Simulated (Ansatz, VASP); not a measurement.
## BaHfO3: VASP beside Ansatz

```
Ba Hf O
1.0
     4.17706    0.00000    0.00000
     0.00000    4.17706    0.00000
     0.00000    0.00000    4.17706
Ba Hf O
1 1 3
Direct
  0.00000 0.00000 0.00000
  0.50000 0.50000 0.50000
  0.50000 0.50000 0.00000
  0.50000 0.00000 0.50000
  0.00000 0.50000 0.50000
```

Alike in both runs: task single point; functional PBE0; k mesh 4 × 4 × 4; no spin polarisation.

```csv
,VASP,Ansatz
version,VASP 6.6.1,Ansatz 0.2.0
potentials or method,"VASP PAW PBE potentials, release 64 (Ba_sv, Hf_pv, O)","plane waves, PAW"
plane-wave cutoff (eV),520,420
occupations,"gaussian, width 0.01 eV",fixed
valence electrons in the cell,38,54
```

VASP gave:

```
gap on the k mesh at the Fermi level (eV) : 5.81
pressure (GPa)                            : -1.6
```

Q: Estimate Ansatz's values.

A: gap on the k mesh at the Fermi level (eV): 5.93; pressure (GPa): -0.3.

VASP's potentials hold 38 valence electrons a cell and Ansatz's 54, so a difference there can come from the potentials and not from the codes. Ansatz's warnings: stress exchange threshold loose, stress scf threshold loose.

Neither program's run includes spin-orbit coupling.
